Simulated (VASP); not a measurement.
A run of VASP 6.6.1 is set up as follows.

File INCAR:

```
PREC     = Accurate       # precision mode
ENCUT    = 520            # plane-wave cutoff, eV
EDIFF    = 1E-7           # SCF threshold, eV
ISMEAR   = 0              # smearing method
SIGMA    = 0.1            # smearing width, eV
LREAL    = False          # projectors in reciprocal space
LASPH    = True           # aspherical terms in the spheres
NELM     = 100            # most SCF steps
ALGO     = Normal         # electronic algorithm
ISIF     = 2              # what is computed and relaxed
LWAVE    = False          # write WAVECAR
LCHARG   = False          # write CHGCAR
GGA      = PE             # functional
NBANDS   = 17             # bands
```

The input KPOINTS:

```
Automatic mesh
0
Gamma
  6 6 4
```

POSCAR

```
Sr
1.0
    3.3678221985      0.0000000000      0.0000000000
   -1.6839110993      2.9166195794      0.0000000000
    0.0000000000      0.0000000000      5.4502839606
Sr
2
Direct
    0.3333333333      0.6666666667      0.2500000000
    0.6666666667      0.3333333333      0.7500000000
```

Potentials or basis: VASP PAW PBE potentials, release 64 (Sr_sv).

Command:

```console
$ cat potpaw_PBE.64/Sr_sv/POTCAR > POTCAR
$ mpirun -np 1 vasp_std > vasp.out
```

**Question.** Predict the band gap on the k mesh.

**Answer.** Zero (bands 10 and 11 overlap by 1.30 eV).

**Question.** Predict the pressure.

**Answer.** 23.4 GPa.

Caveat: the cell stands under pressure.
